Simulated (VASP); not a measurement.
# S: single point with PBE

S:

```xyz
1
Lattice="-1.5997 1.5997 1.5997 1.5997 -1.5997 1.5997 1.5997 1.5997 -1.5997" Properties=species:S:1:pos:R:3 pbc="T T T"
S     0.0000    0.0000    0.0000
```

This isn't the form of S at room conditions, which is orthorhombic, of S8 rings.

```json
{
  "Program": "VASP 6.6.1",
  "Task": "single point",
  "Functional": "PBE",
  "Potentials or basis": "VASP PAW PBE potentials, release 64 (S)",
  "Cutoff": "500 eV",
  "k mesh": "10 × 10 × 10",
  "Occupations": "gaussian, width 0.05 eV",
  "Spin": "no spin polarisation"
}
```

| Property | Result |
| --- | --- |
| Pressure | -3.6 GPa |
| Band gap on the k mesh | zero (bands 3 and 4 overlap by 6.29 eV) |

Levels at points of the mesh, in eV from the Fermi level:
```tsv
k point	band 1	band 2	band 3	band 4	band 5	band 6	band 7
(0.00, 0.00, 0.00)	-16.37	3.03	3.03	3.03	12.38	12.38	12.38
(0.50, 0.00, 0.00)	-12.22	-6.94	0.11	2.27	7.73	8.55	18.00
(0.50, 0.50, 0.50)	-9.30	-3.26	-3.26	-3.26	4.39	4.39	21.92
```

Wall time 7.7 s on 1 thread of AMD EPYC 7R43 64-Core Processor (Zen 3) (shared host), peak memory 0.08 GiB.

Caveat: the cell stands under tension.
